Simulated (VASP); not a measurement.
# Hf5Te (P6/mmm) in VASP: further runs

Runs on Hf5Te. Level: PBE. Tasks: single point, relaxation of cell and atoms.

Everything below comes from runs of VASP 6.6.1. Logs are shortened: lines on timing, memory, paths and dates and some standing lists are left out, and cuts for length are marked.

**1. The cell of the first run**

Symmetry: P6/mmm, No. 191, hexagonal system. Conventional cell: a = 5.885 Å, b = 5.885 Å, c = 4.651 Å, α = 90.00°, β = 90.00°, γ = 120.00°. Within 3.8 Å of Hf (site symmetry mmm) lie 8 Hf at 2.88 to 2.94 Å and 4 Te at 3.75 Å. Hf (site symmetry -6m2) has 9 Hf at 2.88 to 3.40 Å and 3 Te at 3.40 Å within 3.8 Å. Within 4.5 Å of Te (site symmetry 6/mmm) lie 18 Hf at 3.40 to 3.75 Å.

**2. Single point, PBE**

Contents of INCAR:

```
SYSTEM = Hf5Te
ALGO = Fast ; EDIFF = 1E-6
ENCUT = 520 ; GGA = PE
ISIF = 2 ; ISMEAR = 0
LASPH = .True. ; LCHARG = .False.
LREAL = .False. ; LWAVE = .False.
NBANDS = 37 ; NELM = 100
PREC = Accurate ; SIGMA = 0.1
```

Contents of KPOINTS:

```
k-points
0
Gamma
  3 3 4
  0 0 0
```

Contents of POSCAR:

```
Hf5Te
1.0
    5.8847126300      0.0000000000      0.0000000000
   -2.9423563100      5.0963106300      0.0000000000
    0.0000000000      0.0000000000      4.6510411700
Hf Te
5 1
Direct
    0.5000000000      0.0000000000      0.5000000000
    0.5000000000      0.5000000000      0.5000000000
    0.0000000000      0.5000000000      0.5000000000
    0.3333333300      0.6666666700      0.0000000000
    0.6666666700      0.3333333300      0.0000000000
    0.0000000000      0.0000000000      0.0000000000
```

Potentials or basis: VASP PAW PBE potentials, release 64 (Hf_pv, Te).

Command:

```
$ cat potpaw_PBE.64/Hf_pv/POTCAR potpaw_PBE.64/Te/POTCAR > POTCAR
$ mpirun -np 1 vasp_std > vasp.out
```

OUTCAR:

```text
SYSTEM = Hf5Te
   EDIFF = 1E-6
   ENCUT = 520
   GGA = PE
   ISIF = 2
   ISMEAR = 0
   LASPH = .True.
   LREAL = .False.
   NELM = 100
   PREC = Accurate

 ion  position               nearest neighbor table
   1  0.500  0.000  0.500-   4 2.88   5 2.88   4 2.88   5 2.88   2 2.94   2 2.94   3 2.94   3 2.94
                             6 3.75   6 3.75   6 3.75   6 3.75
   2  0.500  0.500  0.500-   4 2.88   5 2.88   4 2.88   5 2.88   1 2.94   1 2.94   3 2.94   3 2.94
                             6 3.75   6 3.75   6 3.75   6 3.75
   3  0.000  0.500  0.500-   4 2.88   5 2.88   4 2.88   5 2.88   2 2.94   2 2.94   1 2.94   1 2.94
                             6 3.75   6 3.75   6 3.75   6 3.75
   4  0.333  0.667  0.000-   1 2.88   1 2.88   3 2.88   3 2.88   2 2.88   2 2.88   6 3.40   5 3.40
                             5 3.40   6 3.40   6 3.40   5 3.40
   5  0.667  0.333  0.000-   1 2.88   1 2.88   3 2.88   3 2.88   2 2.88   2 2.88   6 3.40   4 3.40
                             4 3.40   6 3.40   6 3.40   4 3.40
   6  0.000  0.000  0.000-   4 3.40   5 3.40   4 3.40   5 3.40   5 3.40   4 3.40   3 3.75   3 3.75
                             3 3.75   3 3.75   1 3.75   1 3.75   1 3.75   1 3.75   2 3.75   2 3.75

  LATTYP: Found a hexagonal cell.
 ALAT       =     5.8847126300
 C/A-ratio  =     0.7903599483

  Lattice vectors:

 A1 = (   5.8847126300,   0.0000000000,   0.0000000000)
 A2 = (  -2.9423563100,   5.0963106300,   0.0000000000)
 A3 = (   0.0000000000,   0.0000000000,   4.6510411700)

Analysis of symmetry for initial positions (statically):
=====================================================================
 Subroutine PRICEL returns:
 Original cell was already a primitive cell.

 Routine SETGRP: Setting up the symmetry group for a
 hexagonal supercell.

 Subroutine GETGRP returns: Found 24 space group operations
 (whereof 24 operations were pure point group operations)
 out of a pool of 24 trial point group operations.

The static configuration has the point symmetry D_6h.

Analysis of symmetry for dynamics (positions and initial velocities):
=====================================================================
 Subroutine PRICEL returns:
 Original cell was already a primitive cell.

 Routine SETGRP: Setting up the symmetry group for a
 hexagonal supercell.

 Subroutine GETGRP returns: Found 24 space group operations
 (whereof 24 operations were pure point group operations)
 out of a pool of 24 trial point group operations.

The dynamic configuration has the point symmetry D_6h.

 Subroutine INISYM returns: Found 24 space group operations
 (whereof 24 operations are pure point group operations),
 and found     1 'primitive' translations

----------------------------------------------------------------------------------------

                                     Primitive cell

  volume of cell :     139.4862

  direct lattice vectors                    reciprocal lattice vectors
     5.884712630  0.000000000  0.000000000     0.169931832  0.098110189  0.000000000
    -2.942356310  5.096310630  0.000000000     0.000000000  0.196220378  0.000000000
     0.000000000  0.000000000  4.651041170     0.000000000  0.000000000  0.215005622

  length of vectors
     5.884712630  5.884712626  4.651041170     0.196220378  0.196220378  0.215005622

  position of ions in fractional coordinates (direct lattice)
     0.500000000  0.000000000  0.500000000
     0.500000000  0.500000000  0.500000000
     1.000000000  0.500000000  0.500000000
     0.333333330  0.666666670  0.000000000
     0.666666670  0.333333330  0.000000000
     0.000000000  0.000000000  0.000000000

  ion indices of the primitive-cell ions
   primitive index   ion index
                 1           1
                 2           2
                 3           3
                 4           4
                 5           5
                 6           6

----------------------------------------------------------------------------------------

 KPOINTS: k-points

Automatic generation of k-mesh.
 Grid dimensions read from file:
 generate k-points for:    3    3    4

 Generating k-lattice:

  Cartesian coordinates                     Fractional coordinates (reciprocal lattice)
     0.056643944  0.032703396  0.000000000     0.333333333 -0.000000000  0.000000000
     0.000000000  0.065406793  0.000000000     0.000000000  0.333333333  0.000000000
     0.000000000  0.000000000  0.053751406     0.000000000  0.000000000  0.250000000

  Length of vectors
     0.065406793  0.065406793  0.053751406

  Shift w.r.t. Gamma in fractional coordinates (k-lattice)
     0.000000000  0.000000000  0.000000000

 Subroutine IBZKPT returns following result:
 ===========================================

 Found      9 irreducible k-points:

 Following reciprocal coordinates:
            Coordinates               Weight
  0.000000  0.000000  0.000000      1.000000
  0.333333 -0.000000  0.000000      6.000000
  0.333333  0.333333  0.000000      2.000000
  0.000000  0.000000  0.250000      2.000000
  0.333333 -0.000000  0.250000     12.000000
  0.333333  0.333333  0.250000      4.000000
  0.000000  0.000000  0.500000      1.000000
  0.333333 -0.000000  0.500000      6.000000
  0.333333  0.333333  0.500000      2.000000
   k-points           NKPTS =      9   k-points in BZ     NKDIM =      9   number of bands    NBANDS=     37
   number of dos      NEDOS =    301   number of ions     NIONS =      6
   total plane-waves  NPLWV =  82944
   dimension x,y,z NGX =    48 NGY =   48 NGZ =   36
   dimension x,y,z NGXF=    96 NGYF=   96 NGZF=   72
   ions per type =               5   1
   NGX,Y,Z   is equivalent  to a cutoff of  13.56, 13.56, 12.87 a.u.
   NGXF,Y,Z  is equivalent  to a cutoff of  27.12, 27.12, 25.74 a.u.
 SYSTEM =  Hf5Te
   PREC   = accura    normal or accurate (medium, high low for compatibility)
   ISTART =      0    job   : 0-new  1-cont  2-samecut
   ICHARG =      2    charge: 1-file 2-atom 10-const
   ISPIN  =      1    spin polarized calculation?
   LNONCOLLINEAR =      F non collinear calculations
   LSORBIT =      F    spin-orbit coupling
   LASPH  =      T    aspherical Exc in radial PAW
   ENCUT  =  520.0 eV  38.22 Ry    6.18 a.u.  10.94 10.94  8.65*2*pi/ulx,y,z
   NELM   =    100;   NELMIN=  2; NELMDL= -5     # of ELM steps
   EDIFF  = 0.1E-05   stopping-criterion for ELM
   LREAL  =      F    real-space projection
   EDIFFG = 0.1E-04   stopping-criterion for IOM
   NSW    =      0    number of steps for IOM
   IBRION =     -1    ionic relax: 0-MD 1-quasi-New 2-CG
   NFREE  =      0    steps in history (QN), initial steepest desc. (CG)
   ISIF   =      2    stress and relaxation
   ISYM   =      2    0-nonsym 1-usesym 2-fastsym
   POTIM  = 0.5000    time-step for ionic-motion
   TEBEG  =    0.0;   TEEND  =   0.0 temperature during run
   PSTRESS=    0.0 pullay stress
   NELECT =      56.0000    total number of electrons
   NUPDOWN=      -1.0000    fix difference up-down
   EMIN   =  10.00;   EMAX   =-10.00  energy-range for DOS
   EFERMI =   0.00;   METHOD = LEGACY
   ISMEAR =     0;   SIGMA  =   0.10  broadening in eV -4-tet -1-fermi 0-gaus
   EFERMI_NEDOS =   21; number of points for ismear=-14 and -15
   IALGO  =     68    algorithm
   IMIX   =      4    mixing-type and parameters
     AMIX     =   0.40;   BMIX     =  1.00
     AMIX_MAG =   1.60;   BMIX_MAG =  1.00
  volume/ion in A,a.u.               =      23.25       156.88
  Fermi-wavevector in a.u.,A,eV,Ry     =   1.207704  2.282229 19.844753  1.458548
  Thomas-Fermi vector in A             =   2.343333
   LORBIT       =      0    0 simple, 1 ext, 2 COOP (PROOUT), +10 PAW based schemes
   GGA     = PE    functional components
   LHFCALC =     F    Hartree Fock is set to
   AEXX    =    0.0000 exact exchange contribution
   IVDW    =     0    specifies the selected vdW correction
   LEPSILON=     F    determine dielectric tensor
   LRPA    =     F    only Hartree local field effects (RPA)
 non-spin polarized calculation
 RMM-DIIS sequential band-by-band and
 Gauss-broadening in eV      SIGMA  =   0.10
  energy-cutoff  :      520.00
  volume of cell :      139.49
 maximum number of plane-waves:      3774
 NGX is ok and might be reduce to    48
   NGX = 21   NGY = 21   NGZ = 17

 number of electron      56.0000006 magnetization

 Free energy of the ion-electron system (eV)
  ---------------------------------------------------
  ext. energy  EPLUGINS =         0.00000000
  ---------------------------------------------------
  free energy    TOTEN  =       -49.05722180 eV

  energy without entropy =      -49.02748293  energy(sigma->0) =      -49.04235236

 E-fermi :   5.4091     XC(G=0): -10.9438

 val. band max:        5.3770073860   @ k =   0.3333  -0.0000   0.5000
 cond. band min:       5.5012181534   @ k =   0.3333  -0.0000   0.5000
 fundamental gap:      0.1242107673
 Fermi energy:         5.4090987654

 k-point     1 :       0.0000    0.0000    0.0000
  band No.  band energies     occupation
      1     -25.4721      2.00000
      2     -25.1988      2.00000
      3     -25.0693      2.00000
      4     -25.0693      2.00000
      5     -24.7898      2.00000
      6     -24.7898      2.00000
[... 29 lines left out ...]
     36       9.3624      0.00000
     37       9.3854      0.00000

 k-point     2 :       0.3333   -0.0000    0.0000
  band No.  band energies     occupation
      1     -25.3777      2.00000
      2     -25.1211      2.00000
      3     -25.0275      2.00000
      4     -24.9474      2.00000
      5     -24.9434      2.00000
      6     -24.7995      2.00000
[... 29 lines left out ...]
     36       8.3101      0.00000
     37       8.8570      0.00000
[... 238 lines left out ...]
     36       8.2079      0.00000
     37       8.8438      0.00000

 k-point     9 :       0.3333    0.3333    0.5000
  band No.  band energies     occupation
      1     -25.2028      2.00000
      2     -25.2028      2.00000
      3     -25.1682      2.00000
      4     -25.0222      2.00000
      5     -25.0222      2.00000
      6     -24.9044      2.00000
[... 29 lines left out ...]
     36       8.3700      0.00000
     37       8.6295      0.00000

------------------------ aborting loop because EDIFF is reached ----------------------------------------

  FORCE on cell =-STRESS in cart. coord.  units (eV):
  Direction    XX          YY          ZZ          XY          YZ          ZX
  --------------------------------------------------------------------------------------
  -------------------------------------------------------------------------------------
  Total        5.4118655      5.4118655      7.4204912      0.0000000     -0.0000000      0.0000000
  in kB       62.1621809     62.1621808     85.2338099      0.0000001     -0.0000000      0.0000000
  external PRESSURE =      69.8527238 kB  Pullay stress =       0.0000000 kB

 VOLUME and BASIS-vectors are now :
 -----------------------------------------------------------------------------
  energy-cutoff  :      520.00
  volume of cell :      139.49
      direct lattice vectors                 reciprocal lattice vectors
     5.884712630  0.000000000  0.000000000     0.169931832  0.098110189  0.000000000
    -2.942356310  5.096310630  0.000000000     0.000000000  0.196220378  0.000000000
     0.000000000  0.000000000  4.651041170     0.000000000  0.000000000  0.215005622

 POSITION                                       TOTAL-FORCE (eV/Angst)
 -----------------------------------------------------------------------------------
      2.94236      0.00000      2.32552         0.000000      0.000000      0.000000
      1.47118      2.54816      2.32552         0.000000      0.000000      0.000000
     -1.47118      2.54816      2.32552         0.000000      0.000000      0.000000
     -0.00000      3.39754      0.00000        -0.000000      0.000000      0.000000
      2.94236      1.69877      0.00000        -0.000000      0.000000     -0.000000
      0.00000      0.00000      0.00000         0.000000      0.000000      0.000000
 -----------------------------------------------------------------------------------
    total drift:                               -0.000000      0.000000     -0.000000

  FREE ENERGIE OF THE ION-ELECTRON SYSTEM (eV)
  ---------------------------------------------------
  free  energy   TOTEN  =       -49.0572217991 eV

  energy  without entropy=      -49.0274829251  energy(sigma->0) =      -49.04235236
```

It took 32 s on 1 thread of Intel Xeon 6975P-C (Granite Rapids), shared host; peak memory 0.28 GiB.

What came out:

```yaml
Free_energy: -49.0572 eV
Pressure: 7.0 GPa
Band_gap_on_the_k_mesh: zero (band 28 reaches 6.07 eV, above the bottom of band 29 at 4.70 eV)
```

Levels at points of the mesh, in eV from the Fermi level:
```tsv
k point	band 26	band 27	band 28	band 29	band 30	band 31
(0.00, 0.00, 0.00)	-1.16	-0.97	-0.97	-0.71	-0.34	0.89
(0.00, 0.00, 0.50)	0.29	0.66	0.66	0.71	0.71	1.06
```

Caveat: the k points lie up to 0.41 Å⁻¹ apart; spin-orbit coupling is left out, which moves the levels of the heavy elements.

[end of part 1 of 2]
